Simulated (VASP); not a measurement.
Set up this calculation in VASP 6.6.1, as the native input.

```yaml
Task: single point
Functional: PBE-based screened hybrid with 30 % exact exchange
Potentials_or_basis: VASP PAW PBE potentials, release 64 (Cd, S)
Cutoff: 520 eV
k_mesh: 4 × 4 × 4
Occupations: fermi-dirac, width 0.02 eV
Spin: no spin polarisation
Dipole_correction: no
Grid_for_exact_exchange_PRECFOCK: Normal
Share_of_exact_exchange: 0.3
Further_INCAR_settings: ALGO = Normal; EDIFF = 1e-06; NBANDS = 16
Screening_parameter: 0.5 1/Å
```

Crystal: CdS.

```
CELL_PARAMETERS angstrom
3.38691 0.00000 0.00000
0.00000 3.38691 0.00000
0.00000 0.00000 3.38691
ATOMIC_POSITIONS crystal
Cd 0.00000 0.00000 0.00000
S 0.50000 0.50000 0.50000
```

These files were run (other wordings do the same):

POSCAR

```
CdS
1.0
    3.3869086123      0.0000000000      0.0000000000
    0.0000000000      3.3869086123      0.0000000000
    0.0000000000      0.0000000000      3.3869086123
Cd S
1 1
Direct
    0.0000000000      0.0000000000      0.0000000000
    0.5000000000      0.5000000000      0.5000000000
```

INCAR.step1

```
SYSTEM = CdS
PREC = Accurate
ENCUT = 520
EDIFF = 1E-5
ISMEAR = -1
SIGMA = 0.02
LREAL = .False.
LASPH = .True.
NELM = 60
ALGO = Normal
ISIF = 2
LWAVE = .True.
LCHARG = .False.
NBANDS = 16
GGA = PE
```

INCAR.step2

```
SYSTEM = CdS
PREC = Accurate
ENCUT = 520
EDIFF = 1E-6
ISMEAR = -1
SIGMA = 0.02
LREAL = .False.
LASPH = .True.
NELM = 60
ALGO = Normal
ISIF = 2
LWAVE = .False.
LCHARG = .False.
GGA = PE
LHFCALC = .True.
AEXX = 0.3
HFSCREEN = 0.5
PRECFOCK = Normal
NBANDS = 16
ISTART = 1
```

KPOINTS

```
regular mesh
0
Gamma
  4 4 4
  0 0 0
```

Potentials or basis: VASP PAW PBE potentials, release 64 (Cd, S).

Command:

```console
$ cat potpaw_PBE.64/Cd/POTCAR potpaw_PBE.64/S/POTCAR > POTCAR
$ cp INCAR.step1 INCAR
$ mpirun -np 1 vasp_std > vasp.out
$ cp INCAR.step2 INCAR
$ mpirun -np 1 vasp_std > vasp.out
```

It gave:

The pressure is 1.4 GPa. The band gap on the k mesh is zero (bands 9 and 10 overlap by 0.55 eV).

Caveat: the k points lie up to 0.46 Å⁻¹ apart, too coarse for converged energies and pressures of a metal; the structure was generated, so it needn't be the stable form of CdS; the PAW data sets were made with another functional, which shifts forces and pressure a little.

Run time: 4.7 min on 1 thread of AMD EPYC 7R13 Processor (Zen 3), on a shared host, peak memory 0.23 GiB.
